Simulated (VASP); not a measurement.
A run of VASP 6.6.1 is set up as follows.

INCAR

```
ALGO = Normal
EDIFF = 1E-7
EDIFFG = -0.01
ENCUT = 600
GGA = PE
IBRION = 2
ISIF = 3
ISMEAR = -1
ISPIN = 2
LASPH = T
LCHARG = F
LMAXMIX = 4
LORBIT = 11
LREAL = F
LWAVE = F
MAGMOM = 1
NELM = 150
NSW = 80
PREC = Accurate
SIGMA = 0.05
```

Contents of KPOINTS:

```
k-points
0
Gamma
  11 11 11
```

File POSCAR:

```
Y
1.0
   -2.0208580385      2.0208580385      2.0208580385
    2.0208580385     -2.0208580385      2.0208580385
    2.0208580385      2.0208580385     -2.0208580385
Y
1
Direct
    0.0000000000      0.0000000000      0.0000000000
```

Potentials or basis: VASP PAW PBE potentials, release 64 (Y_sv).

Run with:

```console
$ cat potpaw_PBE.64/Y_sv/POTCAR > POTCAR
$ mpirun -np 1 vasp_std > vasp.out
```

Question: What does it give for the net moment?

Answer: 0.00 μB per cell.

Question: What does it give for the space group after relaxing (to 0.1 Å)?

Answer: Im-3m (No. 229).

Final structure:
```
Y
1.0
    -2.01923    2.01923    2.01923
     2.01923   -2.01923    2.01923
     2.01923    2.01923   -2.01923
Y
1
Direct
  0.00000 0.00000 0.00000
```
